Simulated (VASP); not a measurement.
Pt, 4 atoms in the cell. The structure is hexagonal, space group P6_3/mmc (No. 194). Conventional cell: a = 2.753 Å, b = 2.753 Å, c = 9.192 Å, α = 90.00°, β = 90.00°, γ = 120.00°. Within 3.6 Å of Pt (site symmetry -3m) lie 12 Pt at 2.75 to 2.79 Å. Pt (site symmetry -6m2) has 12 Pt at 2.75 to 2.79 Å within 3.6 Å.  This cell differs from its parent crystal: volume scaled by 0.96.

- Program: VASP 6.6.1
- Task: single point
- Functional: PBE
- Potentials or basis: VASP PAW PBE potentials, release 64 (Pt)
- Cutoff: 520 eV
- k mesh: 15 × 15 × 4
- Occupations: fermi-dirac, width 0.1 eV
- Spin: no spin polarisation
- Dipole correction: no
- Further INCAR settings: ALGO = Normal; EDIFF = 1e-06; NBANDS = 28

Potentials or basis: VASP PAW PBE potentials, release 64 (Pt).

Run with:

```sh
$ cat potpaw_PBE.64/Pt/POTCAR > POTCAR
$ mpirun -np 1 vasp_std > vasp.out
```

Hardware: 1 thread of Intel(R) Xeon(R) 6975P-C (Granite Rapids), on a shared host.

Q: How long does it take, and how much memory?

A: Wall time 56 s on 1 thread of Intel(R) Xeon(R) 6975P-C (Granite Rapids) (shared host), peak memory 0.23 GiB. Counts: scf iterations 13, k points 81.
